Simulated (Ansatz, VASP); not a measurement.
**Sn in VASP and in Ansatz**

```xyz
1
Lattice="-1.9031 1.9031 1.9031 1.9031 -1.9031 1.9031 1.9031 1.9031 -1.9031" Properties=species:S:1:pos:R:3 pbc="T T T"
Sn    0.0000    0.0000    0.0000
```

Alike in both runs: task electric field gradients; functional PBE; k mesh 15 × 15 × 15; occupations fermi-dirac, width 0.03 eV; non-collinear spin, spin-orbit coupling.

|  | VASP | Ansatz |
| --- | --- | --- |
| version | VASP 6.6.1 | Ansatz 0.2.0 |
| potentials or method | VASP PAW PBE potentials, release 64 (Sn_d) | PAW with Ansatz's default frozen-core files, fully relativistic files with spin-orbit coupling |
| plane-wave cutoff (eV) | 520 | 420 |
| valence electrons in the cell | 14 | 14 |

|  | VASP | Ansatz | Ansatz less VASP |
| --- | --- | --- | --- |
| pressure (GPa) | 0.0 | 0.1 | +0.03 |
| net moment per atom (μB) | 0.00 | 0.00 | 0.000 |
